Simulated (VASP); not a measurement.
A run of VASP 6.6.1 is set up as follows.

INCAR

```
SYSTEM = HfSiO4
ALGO     = Normal         ! electronic algorithm
EDIFF    = 1E-6           ! SCF threshold, eV
ENCUT    = 520            ! plane-wave cutoff, eV
GGA      = PE             ! functional
ISIF     = 2              ! what is computed and relaxed
ISMEAR   = -1             ! smearing method
LASPH    = .True.         ! aspherical terms in the spheres
LCHARG   = .True.         ! write CHGCAR
LELF     = .True.         ! ELF
LREAL    = .False.        ! projectors in reciprocal space
LVHAR    = .True.       
LWAVE    = .False.        ! write WAVECAR
NBANDS   = 50             ! bands
NELM     = 100            ! most SCF steps
PREC     = Accurate       ! precision mode
SIGMA    = 0.02           ! smearing width, eV
```

File KPOINTS:

```
k-points
0
Gamma
  6 6 6
  0 0 0
```

Contents of POSCAR:

```
HfSiO4
1.0
   -3.2908231527      3.2908231527      2.9857689456
    3.2908231527     -3.2908231527      2.9857689456
    3.2908231527      3.2908231527     -2.9857689456
Hf Si O
2 2 8
Direct
    0.0000000000      0.0000000000      0.0000000000
    0.7500000000      0.2500000000      0.5000000000
    0.2500000000      0.7500000000      0.5000000000
    0.5000000000      0.5000000000      0.0000000000
    0.1352530325      0.3198800075      0.8153730251
    0.0698800075      0.7545069824      0.6846269749
    0.0698800075      0.3852530325      0.3153730251
    0.5045069824      0.3198800075      0.1846269749
    0.6801199925      0.4954930176      0.8153730251
    0.6147469675      0.9301199925      0.6846269749
    0.2454930176      0.9301199925      0.3153730251
    0.6801199925      0.8647469675      0.1846269749
```

Potentials or basis: VASP PAW PBE potentials, release 64 (Hf_pv, Si, O).

Launch:

```sh
$ cat potpaw_PBE.64/Hf_pv/POTCAR potpaw_PBE.64/Si/POTCAR potpaw_PBE.64/O/POTCAR > POTCAR
$ mpirun -np 1 vasp_std > vasp.out
```

What does it give for the pressure?

4.7 GPa.

Estimate the band gap on the k mesh.

5.39 eV (least direct gap 5.74 eV).

Predict the largest force.

0.472 eV/Å.

Stress tensor (GPa, compression positive):
```
4.35 0.00 0.00
0.00 4.35 0.00
0.00 0.00 5.35
```

Caveat: the cell stands under pressure; spin-orbit coupling is left out, which moves the levels of the heavy elements. A k mesh can miss the band edges.
